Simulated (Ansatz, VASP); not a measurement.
**In3As in VASP and in Ansatz**

```
In As
1.0
    -2.96946    2.96946    3.01001
     2.96946   -2.96946    3.01001
     2.96946    2.96946   -3.01001
In As
3 1
Direct
  0.50000 0.50000 0.00000
  0.50000 0.00000 0.50000
  0.00000 0.50000 0.50000
  0.00000 0.00000 0.00000
```

Alike in both runs: functional PBE; k mesh 4 × 4 × 4; occupations gaussian, width 0.1 eV; no spin polarisation.

Ansatz relaxed the structure, and its values are those at the end. VASP's run is a single point on that final structure, the one shown.

|  | VASP | Ansatz |
| --- | --- | --- |
| version | VASP 6.6.1 | Ansatz 0.2.0 |
| potentials or method | VASP PAW PBE potentials, release 64 (In_d, As), cutoff 520 eV | scalar-relativistic, plane waves, PAW |
| valence electrons in the cell | 44 | 54 |

```csv
,VASP,Ansatz,Ansatz less VASP
gap on the k mesh at the Fermi level (eV),none,none,-
pressure (GPa),0.0,0.0,0.00
```

A gap of «none» marks a metal or a gap that the smearing closes. With one functional, cell and mesh, what is left measures potentials, basis and numerics. VASP's potentials hold 44 valence electrons a cell and Ansatz's 54, so a difference there can come from the potentials and not from the codes.

The k mesh is coarse, so the values compare programs but aren't converged.
